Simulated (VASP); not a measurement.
Set up this calculation in VASP 6.6.1, as the native input.

* Task: single point
* Functional: PBE
* Dispersion: D3(BJ)
* Potentials or basis: VASP PAW PBE potentials, release 64 (K_sv, Ge_d)
* Cutoff: 520 eV
* k mesh: 6 × 6 × 6
* Occupations: gaussian, width 0.1 eV
* Spin: no spin polarisation
* Dipole correction: no
* Further INCAR settings: ALGO = Normal; EDIFF = 1e-06; NBANDS = 26

The structure of KGe2 lies in POSCAR:

```
KGe2
1.0
   -2.2578542800      2.2578542800      6.1802043700
    2.2578542800     -2.2578542800      6.1802043700
    2.2578542800      2.2578542800     -6.1802043700
K Ge
1 2
Direct
    0.0000000000      0.0000000000      0.0000000000
    0.6189363700      0.6189363700      0.0000000000
    0.3810636300      0.3810636300      0.0000000000
```

One way to write it, as run:

INCAR

```
SYSTEM = KGe2
  PREC = Accurate
  ENCUT = 520
  EDIFF = 1E-6
  ISMEAR = 0
  SIGMA = 0.1
  LREAL = .FALSE.
  LASPH = .TRUE.
  NELM = 60
  ALGO = Normal
  ISIF = 2
  LWAVE = .FALSE.
  LCHARG = .TRUE.
  GGA = PE
  IVDW = 12
  LELF = .TRUE.
  LVHAR = .TRUE.
  NBANDS = 26
```

KPOINTS

```
regular mesh
0
G
  6 6 6
  0 0 0
```

Potentials or basis: VASP PAW PBE potentials, release 64 (K_sv, Ge_d).

Launch:

```sh
$ cat potpaw_PBE.64/K_sv/POTCAR potpaw_PBE.64/Ge_d/POTCAR > POTCAR
$ mpirun -np 1 vasp_std > vasp.out
```

Results of the run:

```yaml
Pressure: -2.9 GPa
Largest_force: 0.984 eV/Å
Band_gap_on_the_k_mesh: zero (an odd number of electrons rules out a gap without spin polarisation)
Dispersion_energy_per_atom: -0.164 eV
```

It took 3.3 min on 1 thread of Intel(R) Xeon(R) Platinum 8488C (Sapphire Rapids), with other jobs on the host, peak memory 0.39 GiB.
